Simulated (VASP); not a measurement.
# Li3SbO2 (P-6m2) in VASP: further runs

The runs below take Li3SbO2 through single point, with PBE.

Everything below comes from runs of VASP 6.6.1. Logs are shortened: lines on timing, memory, paths and dates and some standing lists are left out, and cuts for length are marked.

### 1 The cell of the first run

It takes space group P-6m2 (No. 187, hexagonal). Conventional cell: a = 2.728 Å, b = 2.728 Å, c = 7.808 Å, α = 90.00°, β = 90.00°, γ = 120.00°. Li (site symmetry 3m) has 3 O at 1.83 Å within 2.4 Å. Within 2.4 Å of Li (site symmetry -6m2) lie 6 O at 1.83 Å. Sb (site symmetry -6m2) has 6 Li at 2.57 Å and 6 Sb at 2.73 Å and 2 O at 2.97 Å within 3.4 Å. O (site symmetry 3m) has 6 Li at 1.83 Å and 1 O at 1.87 Å within 2.4 Å.

### 2 Single point, PBE

Input file INCAR:

```
SYSTEM = Li3SbO2
  PREC = Accurate
  ENCUT = 520
  EDIFF = 1E-7
  ISMEAR = 0
  SIGMA = 0.1
  LREAL = .False.
  LASPH = .True.
  NELM = 60
  ALGO = Normal
  ISIF = 2
  LWAVE = .False.
  LCHARG = .False.
  GGA = PE
  NBANDS = 22
```

Input file KPOINTS:

```
regular mesh
0
Gamma
  9 9 2
  0 0 0
```

Input file POSCAR:

```
Li3SbO2
1.0
    2.7282257300      0.0000000000      0.0000000000
   -1.3641128600      2.3627127900      0.0000000000
    0.0000000000      0.0000000000      7.8076463700
Li Sb O
3 1 2
Direct
    0.6666666700      0.3333333300      0.2605710600
    0.3333333300      0.6666666700      0.5000000000
    0.6666666700      0.3333333300      0.7394289400
    0.0000000000      0.0000000000      0.0000000000
    0.0000000000      0.0000000000      0.3802855300
    0.0000000000      0.0000000000      0.6197144700
```

Potentials or basis: VASP PAW PBE potentials, release 64 (Li_sv, Sb, O).

On the command line:

```console
> cat potpaw_PBE.64/Li_sv/POTCAR potpaw_PBE.64/Sb/POTCAR potpaw_PBE.64/O/POTCAR > POTCAR
> mpirun -np 1 vasp_std > vasp.out
```

OUTCAR:

```text
SYSTEM = Li3SbO2
   PREC = Accurate
   ENCUT = 520
   EDIFF = 1E-7
   ISMEAR = 0
   LREAL = .False.
   LASPH = .True.
   NELM = 60
   ISIF = 2
   GGA = PE

 ion  position               nearest neighbor table
   1  0.667  0.333  0.261-   5 1.83   5 1.83   5 1.83   2 2.44   2 2.44   2 2.44   4 2.57   4 2.57
                             4 2.57
   2  0.333  0.667  0.500-   5 1.83   6 1.83   5 1.83   6 1.83   5 1.83   6 1.83   1 2.44   3 2.44
                             1 2.44   3 2.44   1 2.44   3 2.44
   3  0.667  0.333  0.739-   6 1.83   6 1.83   6 1.83   2 2.44   2 2.44   2 2.44   4 2.57   4 2.57
                             4 2.57
   4  0.000  0.000  0.000-   1 2.57   3 2.57   1 2.57   3 2.57   1 2.57   3 2.57
   5  0.000  0.000  0.380-   2 1.83   1 1.83   2 1.83   1 1.83   2 1.83   1 1.83   6 1.87
   6  0.000  0.000  0.620-   2 1.83   3 1.83   2 1.83   3 1.83   2 1.83   3 1.83   5 1.87

  LATTYP: Found a hexagonal cell.
 ALAT       =     2.7282257300
 C/A-ratio  =     2.8618036565

  Lattice vectors:

 A1 = (   2.7282257300,   0.0000000000,   0.0000000000)
 A2 = (  -1.3641128600,   2.3627127900,   0.0000000000)
 A3 = (   0.0000000000,   0.0000000000,   7.8076463700)

Analysis of symmetry for initial positions (statically):
=====================================================================
 Subroutine PRICEL returns:
 Original cell was already a primitive cell.

 Routine SETGRP: Setting up the symmetry group for a
 hexagonal supercell.

 Subroutine GETGRP returns: Found 12 space group operations
 (whereof 12 operations were pure point group operations)
 out of a pool of 24 trial point group operations.

The static configuration has the point symmetry D_3h.

Analysis of symmetry for dynamics (positions and initial velocities):
=====================================================================
 Subroutine PRICEL returns:
 Original cell was already a primitive cell.

 Routine SETGRP: Setting up the symmetry group for a
 hexagonal supercell.

 Subroutine GETGRP returns: Found 12 space group operations
 (whereof 12 operations were pure point group operations)
 out of a pool of 24 trial point group operations.

The dynamic configuration has the point symmetry D_3h.

 Subroutine INISYM returns: Found 12 space group operations
 (whereof 12 operations are pure point group operations),
 and found     1 'primitive' translations

----------------------------------------------------------------------------------------

                                     Primitive cell

  volume of cell :      50.3282

  direct lattice vectors                    reciprocal lattice vectors
     2.728225730  0.000000000  0.000000000     0.366538586  0.211621150  0.000000000
    -1.364112860  2.362712790  0.000000000     0.000000000  0.423242302  0.000000000
     0.000000000  0.000000000  7.807646370     0.000000000  0.000000000  0.128079571

  length of vectors
     2.728225730  2.728225728  7.807646370     0.423242302  0.423242302  0.128079571

  position of ions in fractional coordinates (direct lattice)
     0.666666670  0.333333330  0.260571060
     0.333333330  0.666666670  0.500000000
     0.666666670  0.333333330  0.739428940
     0.000000000  0.000000000  0.000000000
     0.000000000  0.000000000  0.380285530
     0.000000000  0.000000000  0.619714470

  ion indices of the primitive-cell ions
   primitive index   ion index
                 1           1
                 2           2
                 3           3
                 4           4
                 5           5
                 6           6

----------------------------------------------------------------------------------------

 KPOINTS: regular mesh

Automatic generation of k-mesh.
 Grid dimensions read from file:
 generate k-points for:    9    9    2

 Generating k-lattice:

  Cartesian coordinates                     Fractional coordinates (reciprocal lattice)
     0.040726510  0.023513461  0.000000000     0.111111111  0.000000000  0.000000000
     0.000000000  0.047026922  0.000000000     0.000000000  0.111111111  0.000000000
     0.000000000  0.000000000  0.064039786     0.000000000  0.000000000  0.500000000

  Length of vectors
     0.047026922  0.047026922  0.064039786

  Shift w.r.t. Gamma in fractional coordinates (k-lattice)
     0.000000000  0.000000000  0.000000000

 Subroutine IBZKPT returns following result:
 ===========================================

 Found     24 irreducible k-points:

 Following reciprocal coordinates:
            Coordinates               Weight
  0.000000  0.000000  0.000000      1.000000
  0.111111  0.000000  0.000000      6.000000
  0.222222 -0.000000  0.000000      6.000000
  0.333333 -0.000000  0.000000      6.000000
  0.444444 -0.000000  0.000000      6.000000
  0.111111  0.111111  0.000000      6.000000
[... 16 lines left out ...]
  0.333333  0.222222  0.500000     12.000000
  0.333333  0.333333  0.500000      2.000000
   k-points           NKPTS =     24   k-points in BZ     NKDIM =     24   number of bands    NBANDS=     22
   number of dos      NEDOS =    301   number of ions     NIONS =      6
   total plane-waves  NPLWV =  24000
   dimension x,y,z NGX =    20 NGY =   20 NGZ =   60
   dimension x,y,z NGXF=    40 NGYF=   40 NGZF=  120
   ions per type =               3   1   2
   NGX,Y,Z   is equivalent  to a cutoff of  12.19, 12.19, 12.78 a.u.
   NGXF,Y,Z  is equivalent  to a cutoff of  24.37, 24.37, 25.55 a.u.
 SYSTEM =  Li3SbO2
   PREC   = accura    normal or accurate (medium, high low for compatibility)
   ISTART =      0    job   : 0-new  1-cont  2-samecut
   ICHARG =      2    charge: 1-file 2-atom 10-const
   ISPIN  =      1    spin polarized calculation?
   LNONCOLLINEAR =      F non collinear calculations
   LSORBIT =      F    spin-orbit coupling
   LASPH  =      T    aspherical Exc in radial PAW
   ENCUT  =  520.0 eV  38.22 Ry    6.18 a.u.   5.07  5.07 14.52*2*pi/ulx,y,z
   NELM   =     60;   NELMIN=  2; NELMDL= -5     # of ELM steps
   EDIFF  = 0.1E-06   stopping-criterion for ELM
   LREAL  =      F    real-space projection
   EDIFFG = 0.1E-05   stopping-criterion for IOM
   NSW    =      0    number of steps for IOM
   IBRION =     -1    ionic relax: 0-MD 1-quasi-New 2-CG
   NFREE  =      0    steps in history (QN), initial steepest desc. (CG)
   ISIF   =      2    stress and relaxation
   ISYM   =      2    0-nonsym 1-usesym 2-fastsym
   POTIM  = 0.5000    time-step for ionic-motion
   TEBEG  =    0.0;   TEEND  =   0.0 temperature during run
   PSTRESS=    0.0 pullay stress
   NELECT =      26.0000    total number of electrons
   NUPDOWN=      -1.0000    fix difference up-down
   EMIN   =  10.00;   EMAX   =-10.00  energy-range for DOS
   EFERMI =   0.00;   METHOD = LEGACY
   ISMEAR =     0;   SIGMA  =   0.10  broadening in eV -4-tet -1-fermi 0-gaus
   EFERMI_NEDOS =   21; number of points for ismear=-14 and -15
   IALGO  =     38    algorithm
   IMIX   =      4    mixing-type and parameters
     AMIX     =   0.40;   BMIX     =  1.00
     AMIX_MAG =   1.60;   BMIX_MAG =  1.00
  volume/ion in A,a.u.               =       8.39        56.61
  Fermi-wavevector in a.u.,A,eV,Ry     =   1.313597  2.482338 23.477358  1.725537
  Thomas-Fermi vector in A             =   2.443909
   LORBIT       =      0    0 simple, 1 ext, 2 COOP (PROOUT), +10 PAW based schemes
   GGA     = PE    functional components
   LHFCALC =     F    Hartree Fock is set to
   AEXX    =    0.0000 exact exchange contribution
   IVDW    =     0    specifies the selected vdW correction
   LEPSILON=     F    determine dielectric tensor
   LRPA    =     F    only Hartree local field effects (RPA)
 non-spin polarized calculation
 Gauss-broadening in eV      SIGMA  =   0.10
  energy-cutoff  :      520.00
  volume of cell :       50.33
 maximum number of plane-waves:      1374
   NGX = 11   NGY = 11   NGZ = 29

 number of electron      26.0000012 magnetization

 Free energy of the ion-electron system (eV)
  ---------------------------------------------------
  ext. energy  EPLUGINS =         0.00000000
  ---------------------------------------------------
  free energy    TOTEN  =       -23.00212419 eV

  energy without entropy =      -22.99143386  energy(sigma->0) =      -22.99677902

 E-fermi :   8.0872     XC(G=0): -11.4482

 val. band max:        7.8804480592   @ k =   0.0000   0.0000   0.0000
 cond. band min:       8.0898573993   @ k =   0.2222   0.1111   0.0000
 fundamental gap:      0.2094093402
 Fermi energy:         8.0872265530

 k-point     1 :       0.0000    0.0000    0.0000
  band No.  band energies     occupation
      1     -36.3309      2.00000
      2     -36.3255      2.00000
      3     -34.5376      2.00000
      4     -10.8000      2.00000
      5      -8.8700      2.00000
      6      -7.6526      2.00000
[... 14 lines left out ...]
     21      20.7190      0.00000
     22      22.4457      0.00000

 k-point     2 :       0.1111    0.0000    0.0000
  band No.  band energies     occupation
      1     -36.3229      2.00000
      2     -36.3180      2.00000
      3     -34.5282      2.00000
      4     -10.7480      2.00000
      5      -8.7828      2.00000
      6      -7.3022      2.00000
[... 14 lines left out ...]
     21      22.6094      0.00000
     22      22.9304      0.00000

 k-point     3 :       0.2222   -0.0000    0.0000
  band No.  band energies     occupation
      1     -36.3028      2.00000
      2     -36.2989      2.00000
      3     -34.5045      2.00000
      4     -10.6092      2.00000
      5      -8.5492      2.00000
      6      -6.2413      2.00000
[... 14 lines left out ...]
     21      21.6929      0.00000
     22      22.3726      0.00000

 k-point     4 :       0.3333   -0.0000    0.0000
  band No.  band energies     occupation
      1     -36.2797      2.00000
      2     -36.2773      2.00000
      3     -34.4775      2.00000
      4     -10.4364      2.00000
      5      -8.2581      2.00000
      6      -4.4488      2.00000
[... 14 lines left out ...]
     21      20.9061      0.00000
     22      21.6310      0.00000

 k-point     5 :       0.4444   -0.0000    0.0000
  band No.  band energies     occupation
      1     -36.2647      2.00000
      2     -36.2631      2.00000
      3     -34.4597      2.00000
      4     -10.3137      2.00000
      5      -8.0500      2.00000
      6      -1.9193      2.00000
[... 14 lines left out ...]
     21      20.4889      0.00000
     22      20.5057      0.00000

 k-point     6 :       0.1111    0.1111    0.0000
  band No.  band energies     occupation
      1     -36.3089      2.00000
      2     -36.3047      2.00000
      3     -34.5117      2.00000
      4     -10.6523      2.00000
      5      -8.6219      2.00000
      6      -6.5963      2.00000
[... 14 lines left out ...]
     21      21.4230      0.00000
     22      21.9465      0.00000

 k-point     7 :       0.2222    0.1111    0.0000
  band No.  band energies     occupation
      1     -36.2872      2.00000
      2     -36.2844      2.00000
      3     -34.4863      2.00000
      4     -10.4940      2.00000
      5      -8.3564      2.00000
      6      -5.1683      2.00000
[... 324 lines left out ...]
      6      -2.9499      2.00000
[... 14 lines left out ...]
     21      20.6127      0.00000
     22      22.1002      0.00000

 k-point    21 :       0.4444    0.1111    0.5000
  band No.  band energies     occupation
      1     -36.2601      2.00000
      2     -36.2601      2.00000
      3     -34.4549      2.00000
      4     -10.2764      2.00000
      5      -7.9964      2.00000
      6      -0.1605      2.00000
[... 14 lines left out ...]
     21      20.2806      0.00000
     22      22.5625      0.00000

 k-point    22 :       0.2222    0.2222    0.5000
  band No.  band energies     occupation
      1     -36.2690      2.00000
      2     -36.2686      2.00000
      3     -34.4655      2.00000
      4     -10.3498      2.00000
      5      -8.1282      2.00000
      6      -3.3142      2.00000
[... 14 lines left out ...]
     21      21.3459      0.00000
     22      22.0732      0.00000

 k-point    23 :       0.3333    0.2222    0.5000
  band No.  band energies     occupation
      1     -36.2578      2.00000
      2     -36.2576      2.00000
      3     -34.4519      2.00000
      4     -10.2498      2.00000
      5      -7.9575      2.00000
      6      -0.7778      2.00000
[... 14 lines left out ...]
     21      21.5691      0.00000
     22      21.8938      0.00000

 k-point    24 :       0.3333    0.3333    0.5000
  band No.  band energies     occupation
      1     -36.2541      2.00000
      2     -36.2536      2.00000
      3     -34.4472      2.00000
      4     -10.2122      2.00000
      5      -7.8961      2.00000
      6       1.4397      2.00000
[... 14 lines left out ...]
     21      20.5485      0.00000
     22      21.7630      0.00000

------------------------ aborting loop because EDIFF is reached ----------------------------------------

  FORCE on cell =-STRESS in cart. coord.  units (eV):
  Direction    XX          YY          ZZ          XY          YZ          ZX
  --------------------------------------------------------------------------------------
  -------------------------------------------------------------------------------------
  Total       21.8837944     21.8837945      7.6458041      0.0000000      0.0000000     -0.0000000
  in kB      696.6615500    696.6615503    243.4010121      0.0000015      0.0000000     -0.0000000
  external PRESSURE =     545.5747041 kB  Pullay stress =       0.0000000 kB

 VOLUME and BASIS-vectors are now :
 -----------------------------------------------------------------------------
  energy-cutoff  :      520.00
  volume of cell :       50.33
      direct lattice vectors                 reciprocal lattice vectors
     2.728225730  0.000000000  0.000000000     0.366538586  0.211621150  0.000000000
    -1.364112860  2.362712790  0.000000000     0.000000000  0.423242302  0.000000000
     0.000000000  0.000000000  7.807646370     0.000000000  0.000000000  0.128079571

 POSITION                                       TOTAL-FORCE (eV/Angst)
 -----------------------------------------------------------------------------------
      1.36411      0.78757      2.03445        -0.000000     -0.000000      1.988842
     -0.00000      1.57514      3.90382         0.000000      0.000000      0.000000
      1.36411      0.78757      5.77320        -0.000000      0.000000     -1.988842
      0.00000      0.00000      0.00000         0.000000      0.000000      0.000000
      0.00000      0.00000      2.96913         0.000000      0.000000     -1.138148
      0.00000      0.00000      4.83851         0.000000      0.000000      1.138148
 -----------------------------------------------------------------------------------
    total drift:                               -0.000004      0.000002      0.000000

  FREE ENERGIE OF THE ION-ELECTRON SYSTEM (eV)
  ---------------------------------------------------
  free  energy   TOTEN  =       -23.0021241856 eV

  energy  without entropy=      -22.9914338557  energy(sigma->0) =      -22.99677902
```

Run time: 17 s. Hardware: 1 thread of Intel Xeon Platinum 8488C (Sapphire Rapids), shared host; peak memory 0.17 GiB.

Results:

* Free energy: -23.0021 eV
* Largest force: 1.989 eV/Å
* Band gap on the k mesh: zero (band 13 reaches 8.77 eV, above the bottom of band 14 at 6.43 eV)

Forces on the atoms (eV/Å):
```
Li   0.000  0.000  1.989
Li   0.000  0.000  0.000
Li   0.000  0.000 -1.989
Sb   0.000  0.000  0.000
O    0.000  0.000 -1.138
O    0.000  0.000  1.138
```

Caveat: the k points lie up to 0.40 Å⁻¹ apart; the cutoff is under 1.25 times the usual one of these potentials, so pressure, stress and relaxed cells hold a basis-set (Pulay) error; spin-orbit coupling is left out, which moves the levels of the heavy elements; forces of over 1 eV/Å act on the atoms, so gaps and moduli don't describe the material at rest.

(Continued in part 2 of 2.)
